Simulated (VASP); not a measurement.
Write the native input for VASP 6.6.1 that does the following.

```yaml
Task: single point
Functional: PBE
Potentials_or_basis: VASP PAW PBE potentials, release 64 (Li_sv, F)
Cutoff: 520 eV
k_mesh: 8 × 8 × 8
Occupations: gaussian, width 0.01 eV
Spin: no spin polarisation
Dipole_correction: no
Further_INCAR_settings: ALGO = Normal; EDIFF = 1e-06; NBANDS = 12
```

The structure of LiF (Griceite) lies in POSCAR:

```
LiF
1.0
    0.0000000000      2.0140000000      2.0140000000
    2.0140000000      0.0000000000      2.0140000000
    2.0140000000      2.0140000000      0.0000000000
Li F
1 1
Direct
    0.0000000000      0.0000000000      0.0000000000
    0.5000000000      0.5000000000      0.5000000000
```

These files were run (other wordings do the same):

INCAR

```
SYSTEM = LiF
ALGO = Normal
EDIFF = 1E-6
ENCUT = 520
GGA = PE
ISIF = 2
ISMEAR = 0
LASPH = .TRUE.
LCHARG = .FALSE.
LREAL = .FALSE.
LWAVE = .FALSE.
NBANDS = 12
NELM = 60
PREC = Accurate
SIGMA = 0.01
```

KPOINTS

```
k-points
0
G
  8 8 8
  0 0 0
```

Potentials or basis: VASP PAW PBE potentials, release 64 (Li_sv, F).

Launch:

```bash
$ cat potpaw_PBE.64/Li_sv/POTCAR potpaw_PBE.64/F/POTCAR > POTCAR
$ mpirun -np 1 vasp_std > vasp.out
```

Results of the run:

- Band gap on the k mesh: 9.09 eV, direct

Run time: 15 s on 1 thread of AMD EPYC 7R13, with other jobs on the host, peak memory 0.1 GiB.
